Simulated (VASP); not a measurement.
# AlNi (P-6m2) in VASP: single point with PBE

Aim: the single point of AlNi with PBE.

Program: VASP 6.6.1. These are calculated values, not measurements. Logs are shortened: lines on timing, memory, paths and dates and some standing lists are left out, and cuts for length are marked.

### Step 1. The cell of the first run

It takes space group P-6m2 (No. 187, hexagonal). The conventional cell has a = 2.631 Å, b = 2.631 Å, c = 4.280 Å, α = 90.00°, β = 90.00°, γ = 120.00°. Al (site symmetry -6m2) has 6 Ni at 2.62 Å and 6 Al at 2.63 Å within 3.5 Å. Within 3.5 Å of Ni (site symmetry -6m2) lie 6 Al at 2.62 Å and 6 Ni at 2.63 Å.

### Step 2. Single point, PBE, collinear spin, ferromagnetic start

INCAR

```
PREC = Accurate ; ENCUT = 520
EDIFF = 1E-6 ; ISMEAR = 0
SIGMA = 0.1 ; LREAL = F
LASPH = T ; NELM = 150
ALGO = Normal ; ISIF = 2
LWAVE = F ; LCHARG = F
ISPIN = 2 ; MAGMOM = 0 2
LORBIT = 11 ; LMAXMIX = 4
GGA = PE ; NBANDS = 18
```

KPOINTS

```
regular mesh
0
Gamma
  6 6 4
```

POSCAR

```
AlNi
1.0
    2.6314095900      0.0000000000      0.0000000000
   -1.3157047900      2.2788675500      0.0000000000
    0.0000000000      0.0000000000      4.2804518600
Al Ni
1 1
Direct
    0.6666666700      0.3333333300      0.5000000000
    0.3333333300      0.6666666700      0.0000000000
```

Potentials or basis: VASP PAW PBE potentials, release 64 (Al, Ni).

Run with:

```sh
$ cat potpaw_PBE.64/Al/POTCAR potpaw_PBE.64/Ni/POTCAR > POTCAR
$ mpirun -np 1 vasp_std > vasp.out
```

OUTCAR:

```text
PREC = Accurate
   ENCUT = 520
   EDIFF = 1E-6
   ISMEAR = 0
   LREAL = F
   LASPH = T
   NELM = 150
   ISIF = 2
   ISPIN = 2
   LORBIT = 11
   GGA = PE

 ion  position               nearest neighbor table
   1  0.667  0.333  0.500-   2 2.62   2 2.62   2 2.62   2 2.62   2 2.62   2 2.62
   2  0.333  0.667  0.000-   1 2.62   1 2.62   1 2.62   1 2.62   1 2.62   1 2.62

  LATTYP: Found a hexagonal cell.
 ALAT       =     2.6314095900
 C/A-ratio  =     1.6266763929

  Lattice vectors:

 A1 = (   2.6314095900,   0.0000000000,   0.0000000000)
 A2 = (  -1.3157047900,   2.2788675500,   0.0000000000)
 A3 = (   0.0000000000,   0.0000000000,   4.2804518600)

Analysis of symmetry for initial positions (statically):
=====================================================================
 Subroutine PRICEL returns:
 Original cell was already a primitive cell.

 Routine SETGRP: Setting up the symmetry group for a
 hexagonal supercell.

 Subroutine GETGRP returns: Found 12 space group operations
 (whereof 12 operations were pure point group operations)
 out of a pool of 24 trial point group operations.

The static configuration has the point symmetry D_3h.

Analysis of symmetry for dynamics (positions and initial velocities):
=====================================================================
 Subroutine PRICEL returns:
 Original cell was already a primitive cell.

 Routine SETGRP: Setting up the symmetry group for a
 hexagonal supercell.

 Subroutine GETGRP returns: Found 12 space group operations
 (whereof 12 operations were pure point group operations)
 out of a pool of 24 trial point group operations.

The dynamic configuration has the point symmetry D_3h.

Analysis of structural, dynamic, and magnetic symmetry:
=====================================================================
 Subroutine PRICEL returns:
 Original cell was already a primitive cell.

 Routine SETGRP: Setting up the symmetry group for a
 hexagonal supercell.

 Subroutine GETGRP returns: Found 12 space group operations
 (whereof 12 operations were pure point group operations)
 out of a pool of 24 trial point group operations.

The overall configuration has the point symmetry D_3h.

 Subroutine INISYM returns: Found 12 space group operations
 (whereof 12 operations are pure point group operations),
 and found     1 'primitive' translations

----------------------------------------------------------------------------------------

                                     Primitive cell

  volume of cell :      25.6683

  direct lattice vectors                    reciprocal lattice vectors
     2.631409590  0.000000000  0.000000000     0.380024457  0.219407222  0.000000000
    -1.315704790  2.278867550  0.000000000     0.000000000  0.438814445  0.000000000
     0.000000000  0.000000000  4.280451860     0.000000000  0.000000000  0.233620195

  length of vectors
     2.631409590  2.631409585  4.280451860     0.438814445  0.438814445  0.233620195

  position of ions in fractional coordinates (direct lattice)
     0.666666670  0.333333330  0.500000000
     0.333333330  0.666666670  0.000000000

  ion indices of the primitive-cell ions
   primitive index   ion index
                 1           1
                 2           2

----------------------------------------------------------------------------------------

 KPOINTS: regular mesh

Automatic generation of k-mesh.
 Grid dimensions read from file:
 generate k-points for:    6    6    4

 Generating k-lattice:

  Cartesian coordinates                     Fractional coordinates (reciprocal lattice)
     0.063337409  0.036567870  0.000000000     0.166666667  0.000000000  0.000000000
     0.000000000  0.073135741  0.000000000     0.000000000  0.166666667  0.000000000
     0.000000000  0.000000000  0.058405049     0.000000000  0.000000000  0.250000000

  Length of vectors
     0.073135741  0.073135741  0.058405049

  Shift w.r.t. Gamma in fractional coordinates (k-lattice)
     0.000000000  0.000000000  0.000000000

 Subroutine IBZKPT returns following result:
 ===========================================

 Found     21 irreducible k-points:

 Following reciprocal coordinates:
            Coordinates               Weight
  0.000000  0.000000  0.000000      1.000000
  0.166667  0.000000  0.000000      6.000000
  0.333333  0.000000  0.000000      6.000000
  0.500000  0.000000  0.000000      3.000000
  0.166667  0.166667  0.000000      6.000000
  0.333333  0.166667  0.000000     12.000000
[... 13 lines left out ...]
  0.333333  0.166667  0.500000     12.000000
  0.333333  0.333333  0.500000      2.000000
   k-points           NKPTS =     21   k-points in BZ     NKDIM =     21   number of bands    NBANDS=     18
   number of dos      NEDOS =    301   number of ions     NIONS =      2
   total plane-waves  NPLWV =  12800
   dimension x,y,z NGX =    20 NGY =   20 NGZ =   32
   dimension x,y,z NGXF=    40 NGYF=   40 NGZF=   64
   ions per type =               1   1
   NGX,Y,Z   is equivalent  to a cutoff of  12.64, 12.64, 12.43 a.u.
   NGXF,Y,Z  is equivalent  to a cutoff of  25.27, 25.27, 24.86 a.u.
 SYSTEM =  unknown system
   PREC   = accura    normal or accurate (medium, high low for compatibility)
   ISTART =      0    job   : 0-new  1-cont  2-samecut
   ICHARG =      2    charge: 1-file 2-atom 10-const
   ISPIN  =      2    spin polarized calculation?
   LNONCOLLINEAR =      F non collinear calculations
   LSORBIT =      F    spin-orbit coupling
   LASPH  =      T    aspherical Exc in radial PAW
   ENCUT  =  520.0 eV  38.22 Ry    6.18 a.u.   4.89  4.89  7.96*2*pi/ulx,y,z
   NELM   =    150;   NELMIN=  2; NELMDL= -5     # of ELM steps
   EDIFF  = 0.1E-05   stopping-criterion for ELM
   LREAL  =      F    real-space projection
   EDIFFG = 0.1E-04   stopping-criterion for IOM
   NSW    =      0    number of steps for IOM
   IBRION =     -1    ionic relax: 0-MD 1-quasi-New 2-CG
   NFREE  =      0    steps in history (QN), initial steepest desc. (CG)
   ISIF   =      2    stress and relaxation
   ISYM   =      2    0-nonsym 1-usesym 2-fastsym
   POTIM  = 0.5000    time-step for ionic-motion
   TEBEG  =    0.0;   TEEND  =   0.0 temperature during run
   PSTRESS=    0.0 pullay stress
   NELECT =      13.0000    total number of electrons
   NUPDOWN=      -1.0000    fix difference up-down
   EMIN   =  10.00;   EMAX   =-10.00  energy-range for DOS
   EFERMI =   0.00;   METHOD = LEGACY
   ISMEAR =     0;   SIGMA  =   0.10  broadening in eV -4-tet -1-fermi 0-gaus
   EFERMI_NEDOS =   21; number of points for ismear=-14 and -15
   IALGO  =     38    algorithm
   IMIX   =      4    mixing-type and parameters
     AMIX     =   0.40;   BMIX     =  1.00
     AMIX_MAG =   1.60;   BMIX_MAG =  1.00
  volume/ion in A,a.u.               =      12.83        86.61
  Fermi-wavevector in a.u.,A,eV,Ry     =   1.304939  2.465977 23.168898  1.702866
  Thomas-Fermi vector in A             =   2.435841
   LORBIT       =     11    0 simple, 1 ext, 2 COOP (PROOUT), +10 PAW based schemes
   GGA     = PE    functional components
   LHFCALC =     F    Hartree Fock is set to
   AEXX    =    0.0000 exact exchange contribution
   IVDW    =     0    specifies the selected vdW correction
   LEPSILON=     F    determine dielectric tensor
   LRPA    =     F    only Hartree local field effects (RPA)
 spin polarized calculation
 Gauss-broadening in eV      SIGMA  =   0.10
  energy-cutoff  :      520.00
  volume of cell :       25.67
 maximum number of plane-waves:       705
 NGX is ok and might be reduce to    20
   NGX =  9   NGY =  9   NGZ = 15

 number of electron      12.9999992 magnetization      -0.0653203

 number of electron      12.9999992 magnetization       0.0024622

 Free energy of the ion-electron system (eV)
  ---------------------------------------------------
  ext. energy  EPLUGINS =         0.00000000
  ---------------------------------------------------
  free energy    TOTEN  =        -9.90791134 eV

  energy without entropy =       -9.90630279  energy(sigma->0) =       -9.90710707

 E-fermi :   9.1194     XC(G=0): -11.7201

 val. band max:        9.0790861139   @ k =   0.3333   0.3333   0.2500
 cond. band min:       9.2499285233   @ k =   0.3333   0.3333   0.2500
 fundamental gap:      0.1708424094
 Fermi energy:         9.1193884307

 spin component 1

 k-point     1 :       0.0000    0.0000    0.0000
  band No.  band energies     occupation
      1      -1.8348      1.00000
      2       5.1856      1.00000
      3       6.0860      1.00000
      4       7.4780      1.00000
      5       7.4780      1.00000
      6       8.1349      1.00000
[... 10 lines left out ...]
     17      30.3269      0.00000
     18      32.4485      0.00000
[... 400 lines left out ...]
 k-point    21 :       0.3333    0.3333    0.5000
  band No.  band energies     occupation
      1       5.8474      1.00000
      2       6.1726      1.00000
      3       6.6476      1.00000
      4       6.9866      1.00000
      5       7.3983      1.00000
      6       7.5203      1.00000
[... 10 lines left out ...]
     17      29.0274      0.00000
     18      33.2331      0.00000
 Fermi energy:         9.1193884307

 spin component 2

 k-point     1 :       0.0000    0.0000    0.0000
  band No.  band energies     occupation
      1      -1.8349      1.00000
      2       5.1870      1.00000
      3       6.0860      1.00000
      4       7.4806      1.00000
      5       7.4806      1.00000
      6       8.1371      1.00000
[... 10 lines left out ...]
     17      30.3271      0.00000
     18      32.4489      0.00000
[... 400 lines left out ...]
 k-point    21 :       0.3333    0.3333    0.5000
  band No.  band energies     occupation
      1       5.8484      1.00000
      2       6.1741      1.00000
      3       6.6495      1.00000
      4       6.9887      1.00000
      5       7.4001      1.00000
      6       7.5198      1.00000
[... 10 lines left out ...]
     17      29.0280      0.00000
     18      33.2259      0.00000

------------------------ aborting loop because EDIFF is reached ----------------------------------------

  FORCE on cell =-STRESS in cart. coord.  units (eV):
  Direction    XX          YY          ZZ          XY          YZ          ZX
  --------------------------------------------------------------------------------------
  -------------------------------------------------------------------------------------
  Total        1.0508530      1.0508530     -3.5817837      0.0000000     -0.0000000      0.0000000
  in kB       65.5926828     65.5926827   -223.5696200      0.0000001     -0.0000000      0.0000000
  external PRESSURE =     -30.7947515 kB  Pullay stress =       0.0000000 kB

 VOLUME and BASIS-vectors are now :
 -----------------------------------------------------------------------------
  energy-cutoff  :      520.00
  volume of cell :       25.67
      direct lattice vectors                 reciprocal lattice vectors
     2.631409590  0.000000000  0.000000000     0.380024457  0.219407222  0.000000000
    -1.315704790  2.278867550  0.000000000     0.000000000  0.438814445  0.000000000
     0.000000000  0.000000000  4.280451860     0.000000000  0.000000000  0.233620195

 POSITION                                       TOTAL-FORCE (eV/Angst)
 -----------------------------------------------------------------------------------
      1.31570      0.75962      2.14023         0.000000      0.000000      0.000000
     -0.00000      1.51925      0.00000        -0.000000      0.000000      0.000000
 -----------------------------------------------------------------------------------
    total drift:                                0.000002     -0.000001     -0.000000

  FREE ENERGIE OF THE ION-ELECTRON SYSTEM (eV)
  ---------------------------------------------------
  free  energy   TOTEN  =        -9.9079113416 eV

  energy  without entropy=       -9.9063027892  energy(sigma->0) =       -9.90710707

 total charge

# of ion       s       p       d       tot
------------------------------------------
    1        0.404   0.408   0.000   0.812
    2        0.430   0.442   8.379   9.251
--------------------------------------------------
tot          0.834   0.850   8.379  10.063

 magnetization (x)

# of ion       s       p       d       tot
------------------------------------------
    1       -0.000  -0.000   0.000  -0.000
    2       -0.000  -0.000   0.001   0.000
--------------------------------------------------
tot         -0.000  -0.000   0.001   0.000
```

Run time: 20 s. Hardware: 1 thread of Intel Xeon 6975P-C, shared host; peak memory 0.15 GiB.

What came out:

```yaml
Free_energy: -9.9079 eV
Pressure: -3.1 GPa
Net_moment: 0.00 μB per cell
Valence_electrons_inside_the_program's_atomic_spheres: Al 0.81; Ni 9.25
```

Stress tensor (GPa, compression positive):
```
  6.56   0.00   0.00
  0.00   6.56   0.00
  0.00   0.00 -22.36
```

Levels at points of the mesh, in eV from the Fermi level:
Spin up:
| k point | band 5 | band 6 | band 7 | band 8 | band 9 | band 10 |
| --- | --- | --- | --- | --- | --- | --- |
| (0.00, 0.00, 0.00) | -1.64 | -0.98 | -0.98 | 0.88 | 14.25 | 14.25 |
| (0.50, 0.00, 0.00) | -1.29 | -0.29 | 0.37 | 3.62 | 4.80 | 6.67 |
| (0.00, 0.00, 0.50) | -1.64 | -1.01 | -1.01 | 6.83 | 9.87 | 14.85 |
| (0.50, 0.00, 0.50) | -1.33 | -0.70 | -0.29 | 0.67 | 2.98 | 10.22 |
Spin down:
| k point | band 3 | band 4 | band 5 | band 6 | band 7 | band 8 | band 9 | band 10 | band 11 | band 12 |
| --- | --- | --- | --- | --- | --- | --- | --- | --- | --- | --- |
| (0.00, 0.00, 0.00) | -3.03 | -1.64 | -1.64 | -0.98 | -0.98 | 0.88 | 14.25 | 14.25 | 16.36 | 16.36 |
| (0.50, 0.00, 0.00) | -3.09 | -2.81 | -1.29 | -0.29 | 0.37 | 3.62 | 4.80 | 6.68 | 8.07 | 9.12 |
| (0.00, 0.00, 0.50) | -2.58 | -1.64 | -1.64 | -1.01 | -1.01 | 6.83 | 9.88 | 14.85 | 14.85 | 16.65 |
| (0.50, 0.00, 0.50) | -3.33 | -1.86 | -1.33 | -0.70 | -0.29 | 0.67 | 2.98 | 10.22 | 10.52 | 12.90 |

Caveat: the k points lie up to 0.46 Å⁻¹ apart; the starting moments collapsed, and a magnetic state may lie lower.
